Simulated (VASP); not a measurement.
# Os (Im-3m) in VASP: single point with PBE+D3(BJ)

Aim: the single point of Os with PBE+D3(BJ).

Everything below comes from runs of VASP 6.6.1. Logs are shortened: lines on timing, memory, paths and dates and some standing lists are left out, and cuts for length are marked.

### 1 The cell of the first run

Symmetry: Im-3m, No. 229, cubic system. The conventional cell has a = 3.037 Å, b = 3.037 Å, c = 3.037 Å, α = 90.00°, β = 90.00°, γ = 90.00°. Os (site symmetry m-3m) has 14 Os at 2.63 to 3.04 Å within 3.5 Å.

This isn't the form of Os at room conditions, which is hcp.

### 2 Single point, PBE+D3(BJ)

Contents of INCAR:

```
ALGO     = Normal         # electronic algorithm
EDIFF    = 1E-6           # SCF threshold, eV
ENCUT    = 600            # plane-wave cutoff, eV
GGA      = PE             # functional
GGA_COMPAT= F            
ISIF     = 2              # what is computed and relaxed
ISMEAR   = 0              # smearing method
IVDW     = 12             # dispersion correction
LASPH    = T              # aspherical terms in the spheres
LCHARG   = F              # write CHGCAR
LREAL    = F              # projectors in reciprocal space
LWAVE    = F              # write WAVECAR
NBANDS   = 10             # bands
NELM     = 120            # most SCF steps
PREC     = Accurate       # precision mode
SIGMA    = 0.1            # smearing width, eV
```

Contents of KPOINTS:

```
k-points
0
Gamma
  8 8 8
```

Contents of POSCAR:

```
Os
1.0
   -1.5182944859      1.5182944859      1.5182944859
    1.5182944859     -1.5182944859      1.5182944859
    1.5182944859      1.5182944859     -1.5182944859
Os
1
Direct
    0.0000000000      0.0000000000      0.0000000000
```

Potentials or basis: VASP PAW PBE potentials, release 64 (Os).

Command:

```sh
> cat potpaw_PBE.64/Os/POTCAR > POTCAR
> mpirun -np 1 vasp_std > vasp.out
```

OUTCAR:

```text
EDIFF = 1E-6
   ENCUT = 600
   GGA = PE
   ISIF = 2
   ISMEAR = 0
   IVDW = 12
   LASPH = T
   LREAL = F
   NELM = 120
   PREC = Accurate
 IVDW          = 12

 ion  position               nearest neighbor table
   1  0.000  0.000  0.000-

  LATTYP: Found a body centered cubic cell.
 ALAT       =     3.0365889718

  Lattice vectors:

 A1 = (  -1.5182944859,   1.5182944859,   1.5182944859)
 A2 = (   1.5182944859,  -1.5182944859,   1.5182944859)
 A3 = (   1.5182944859,   1.5182944859,  -1.5182944859)

Analysis of symmetry for initial positions (statically):
=====================================================================
 Subroutine PRICEL returns:
 Original cell was already a primitive cell.

 Routine SETGRP: Setting up the symmetry group for a
 body centered cubic supercell.

 Subroutine GETGRP returns: Found 48 space group operations
 (whereof 48 operations were pure point group operations)
 out of a pool of 48 trial point group operations.

The static configuration has the point symmetry O_h .

Analysis of symmetry for dynamics (positions and initial velocities):
=====================================================================
 Subroutine PRICEL returns:
 Original cell was already a primitive cell.

 Routine SETGRP: Setting up the symmetry group for a
 body centered cubic supercell.

 Subroutine GETGRP returns: Found 48 space group operations
 (whereof 48 operations were pure point group operations)
 out of a pool of 48 trial point group operations.

The dynamic configuration has the point symmetry O_h .

 Subroutine INISYM returns: Found 48 space group operations
 (whereof 48 operations are pure point group operations),
 and found     1 'primitive' translations

----------------------------------------------------------------------------------------

                                     Primitive cell

  volume of cell :      14.0000

  direct lattice vectors                    reciprocal lattice vectors
    -1.518294486  1.518294486  1.518294486     0.000000000  0.329316878  0.329316878
     1.518294486 -1.518294486  1.518294486     0.329316878  0.000000000  0.329316878
     1.518294486  1.518294486 -1.518294486     0.329316878  0.329316878  0.000000000

  length of vectors
     2.629763190  2.629763190  2.629763190     0.465724395  0.465724395  0.465724395

  position of ions in fractional coordinates (direct lattice)
     0.000000000  0.000000000  0.000000000

  ion indices of the primitive-cell ions
   primitive index   ion index
                 1           1

----------------------------------------------------------------------------------------

 KPOINTS: k-points

Automatic generation of k-mesh.
 Grid dimensions read from file:
 generate k-points for:    8    8    8

 Generating k-lattice:

  Cartesian coordinates                     Fractional coordinates (reciprocal lattice)
     0.000000000  0.041164610  0.041164610     0.125000000  0.000000000  0.000000000
     0.041164610  0.000000000  0.041164610     0.000000000  0.125000000  0.000000000
     0.041164610  0.041164610  0.000000000     0.000000000  0.000000000  0.125000000

  Length of vectors
     0.058215549  0.058215549  0.058215549

  Shift w.r.t. Gamma in fractional coordinates (k-lattice)
     0.000000000  0.000000000  0.000000000

 Subroutine IBZKPT returns following result:
 ===========================================

 Found     29 irreducible k-points:

 Following reciprocal coordinates:
            Coordinates               Weight
  0.000000  0.000000  0.000000      1.000000
  0.125000  0.000000  0.000000     12.000000
  0.250000  0.000000  0.000000     12.000000
  0.375000  0.000000  0.000000     12.000000
  0.500000  0.000000  0.000000      6.000000
  0.125000  0.125000  0.000000     24.000000
[... 16 lines left out ...]
 -0.250000  0.250000  0.250000      6.000000
 -0.375000  0.375000  0.250000     24.000000
 [... further k-points ...]
   k-points           NKPTS =     29   k-points in BZ     NKDIM =     29   number of bands    NBANDS=     10
   number of dos      NEDOS =    301   number of ions     NIONS =      1
   total plane-waves  NPLWV =  13824
   dimension x,y,z NGX =    24 NGY =   24 NGZ =   24
   dimension x,y,z NGXF=    48 NGYF=   48 NGZF=   48
   ions per type =               1
   NGX,Y,Z   is equivalent  to a cutoff of  15.17, 15.17, 15.17 a.u.
   NGXF,Y,Z  is equivalent  to a cutoff of  30.34, 30.34, 30.34 a.u.
 SYSTEM =  unknown system
   PREC   = accura    normal or accurate (medium, high low for compatibility)
   ISTART =      0    job   : 0-new  1-cont  2-samecut
   ICHARG =      2    charge: 1-file 2-atom 10-const
   ISPIN  =      1    spin polarized calculation?
   LNONCOLLINEAR =      F non collinear calculations
   LSORBIT =      F    spin-orbit coupling
   LASPH  =      T    aspherical Exc in radial PAW
   ENCUT  =  600.0 eV  44.10 Ry    6.64 a.u.   5.25  5.25  5.25*2*pi/ulx,y,z
   NELM   =    120;   NELMIN=  2; NELMDL= -5     # of ELM steps
   EDIFF  = 0.1E-05   stopping-criterion for ELM
   LREAL  =      F    real-space projection
   EDIFFG = 0.1E-04   stopping-criterion for IOM
   NSW    =      0    number of steps for IOM
   IBRION =     -1    ionic relax: 0-MD 1-quasi-New 2-CG
   NFREE  =      0    steps in history (QN), initial steepest desc. (CG)
   ISIF   =      2    stress and relaxation
   ISYM   =      2    0-nonsym 1-usesym 2-fastsym
   POTIM  = 0.5000    time-step for ionic-motion
   TEBEG  =    0.0;   TEEND  =   0.0 temperature during run
   PSTRESS=    0.0 pullay stress
   NELECT =       8.0000    total number of electrons
   NUPDOWN=      -1.0000    fix difference up-down
   EMIN   =  10.00;   EMAX   =-10.00  energy-range for DOS
   EFERMI =   0.00;   METHOD = LEGACY
   ISMEAR =     0;   SIGMA  =   0.10  broadening in eV -4-tet -1-fermi 0-gaus
   EFERMI_NEDOS =   21; number of points for ismear=-14 and -15
   IALGO  =     38    algorithm
   IMIX   =      4    mixing-type and parameters
     AMIX     =   0.40;   BMIX     =  1.00
     AMIX_MAG =   1.60;   BMIX_MAG =  1.00
  volume/ion in A,a.u.               =      14.00        94.48
  Fermi-wavevector in a.u.,A,eV,Ry     =   1.358508  2.567208 25.110144  1.845544
  Thomas-Fermi vector in A             =   2.485335
   LORBIT       =      0    0 simple, 1 ext, 2 COOP (PROOUT), +10 PAW based schemes
   GGA     = PE    functional components
   LHFCALC =     F    Hartree Fock is set to
   AEXX    =    0.0000 exact exchange contribution
   IVDW    =    12    specifies the selected vdW correction
   LEPSILON=     F    determine dielectric tensor
   LRPA    =     F    only Hartree local field effects (RPA)
 non-spin polarized calculation
 Gauss-broadening in eV      SIGMA  =   0.10
  energy-cutoff  :      600.00
  volume of cell :       14.00
 maximum number of plane-waves:       484
 NGX is ok and might be reduce to    24
   NGX = 11   NGY = 11   NGZ = 11

 number of electron       8.0000000 magnetization

 Free energy of the ion-electron system (eV)
  ---------------------------------------------------
  ext. energy  EPLUGINS =         0.00000000
  ---------------------------------------------------
  free energy    TOTEN  =       -10.32844931 eV

  energy without entropy =      -10.32144317  energy(sigma->0) =      -10.32494624

 E-fermi :   9.8114     XC(G=0): -14.0394

 val. band max:        9.7054215708   @ k =   0.1250   0.0000   0.0000
 cond. band min:       9.8408387743   @ k =  -0.3750   0.5000   0.2500
 fundamental gap:      0.1354172036
 Fermi energy:         9.8113516365

 k-point     1 :       0.0000    0.0000    0.0000
  band No.  band energies     occupation
      1      -1.4785      2.00000
      2       6.2382      2.00000
      3       6.2382      2.00000
      4       6.2382      2.00000
      5       9.6752      1.94578
      6       9.6752      1.94578
      7      25.9958      0.00000
      8      25.9958      0.00000
      9      25.9958      0.00000
     10      38.3679      0.00000

 k-point     2 :       0.1250    0.0000    0.0000
  band No.  band energies     occupation
      1      -0.7292      2.00000
      2       5.8587      2.00000
      3       6.1635      2.00000
      4       6.9583      2.00000
      5       9.2188      2.00000
      6       9.7054      1.86589
      7      26.4274      0.00000
      8      27.2112      0.00000
      9      27.2443      0.00000
     10      34.3050      0.00000

 k-point     3 :       0.2500    0.0000    0.0000
  band No.  band energies     occupation
      1       0.9752      2.00000
      2       5.0443      2.00000
      3       5.9826      2.00000
      4       8.9668      2.00000
      5       9.0734      2.00000
      6       9.8678      0.42494
      7      25.6331      0.00000
      8      26.3482      0.00000
      9      30.5859      0.00000
     10      33.4599      0.00000

 k-point     4 :       0.3750    0.0000    0.0000
  band No.  band energies     occupation
      1       1.7549      2.00000
      2       4.3373      2.00000
      3       7.4694      2.00000
      4       9.5772      1.99907
      5      10.1792      0.00000
      6      11.6490      0.00000
      7      21.8091      0.00000
      8      23.2826      0.00000
      9      29.7088      0.00000
     10      35.0644      0.00000
[... 222 lines left out ...]
 k-point    22 :       0.2500    0.2500    0.2500
  band No.  band energies     occupation
      1       4.8826      2.00000
      2       4.8826      2.00000
      3       4.8826      2.00000
      4      10.4977      0.00000
      5      10.4977      0.00000
      6      15.8108      0.00000
      7      21.1014      0.00000
      8      21.1014      0.00000
      9      21.1014      0.00000
     10      38.0657      0.00000

 k-point    23 :      -0.2500    0.2500    0.2500
  band No.  band energies     occupation
      1       3.0137      2.00000
      2       5.0720      2.00000
      3       7.1218      2.00000
      4       7.1218      2.00000
      5       8.8023      2.00000
      6      11.0874      0.00000
      7      24.9713      0.00000
      8      29.1428      0.00000
      9      29.1428      0.00000
     10      29.9027      0.00000

 k-point    24 :      -0.3750    0.3750    0.2500
  band No.  band energies     occupation
      1       3.4604      2.00000
      2       4.1312      2.00000
      3       7.1261      2.00000
      4       7.9979      2.00000
      5      11.0743      0.00000
      6      12.6008      0.00000
      7      22.8040      0.00000
      8      25.6182      0.00000
      9      27.3448      0.00000
     10      31.0198      0.00000

 [... further k-points ...]

------------------------ aborting loop because EDIFF is reached ----------------------------------------

 Edisp (eV)   -0.65386

 E8    (eV) :    -0.3214

  FORCE on cell =-STRESS in cart. coord.  units (eV):
  Direction    XX          YY          ZZ          XY          YZ          ZX
  --------------------------------------------------------------------------------------
  -------------------------------------------------------------------------------------
  Total       1.24035     1.24035     1.24035     0.00000     0.00000    -0.00000
  in kB     141.94694   141.94694   141.94694     0.00000     0.00000    -0.00000
  external pressure =      141.95 kB  Pullay stress =        0.00 kB

 VOLUME and BASIS-vectors are now :
 -----------------------------------------------------------------------------
  energy-cutoff  :      600.00
  volume of cell :       14.00
      direct lattice vectors                 reciprocal lattice vectors
    -1.518294486  1.518294486  1.518294486     0.000000000  0.329316878  0.329316878
     1.518294486 -1.518294486  1.518294486     0.329316878  0.000000000  0.329316878
     1.518294486  1.518294486 -1.518294486     0.329316878  0.329316878  0.000000000

 POSITION                                       TOTAL-FORCE (eV/Angst)
 -----------------------------------------------------------------------------------
      0.00000      0.00000      0.00000        -0.000000     -0.000000     -0.000000
 -----------------------------------------------------------------------------------
    total drift:                                0.000000     -0.000000     -0.000000

  FREE ENERGIE OF THE ION-ELECTRON SYSTEM (eV)
  ---------------------------------------------------
  free  energy   TOTEN  =       -10.9823072698 eV

  energy  without entropy=      -10.9753011303  energy(sigma->0) =      -10.97880420
```

It took 13 s on 1 thread of AMD EPYC 7R43 (Zen 3), shared host; peak memory 0.12 GiB.

What came out:

* Free energy: -10.9823 eV
* Pressure: 14.2 GPa
* Band gap on the k mesh: zero (bands 4 and 5 overlap by 4.28 eV)
* Dispersion energy per atom: -0.654 eV

Caveat: the k points lie up to 0.37 Å⁻¹ apart, too coarse for converged energies and pressures of a metal; spin-orbit coupling is left out, which moves the levels of the heavy elements.
